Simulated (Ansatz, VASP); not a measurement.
As in VASP and in Ansatz

```
CELL_PARAMETERS angstrom
0.00000 2.09161 2.09161
2.09161 0.00000 2.09161
2.09161 2.09161 0.00000
ATOMIC_POSITIONS crystal
As 0.00000 0.00000 0.00000
```

Alike in both runs: task relaxation of cell and atoms; functional revPBE; k mesh 13 × 13 × 13; occupations fermi-dirac, width 0.1 eV; no spin polarisation.

```csv
,VASP,Ansatz
version,VASP 6.6.1,Ansatz 0.2.0
potentials or method,"VASP PAW PBE potentials, release 64 (As), cutoff 500 eV","plane waves (420 eV) with PAW, scalar-relativistic"
valence electrons in the cell,5,15
```

|  | VASP | Ansatz | Ansatz less VASP |
| --- | --- | --- | --- |
| relaxed volume (Å³/atom) | 19.63 | 19.63 | +0.004 |
| relaxed cell length with the largest relative difference (Å) | 3.028 | 3.028 | +0.0002 |

VASP's potentials were made for PBE, not for revPBE. VASP's potentials hold 5 valence electrons a cell and Ansatz's 15, so a difference there can come from the potentials and not from the codes.
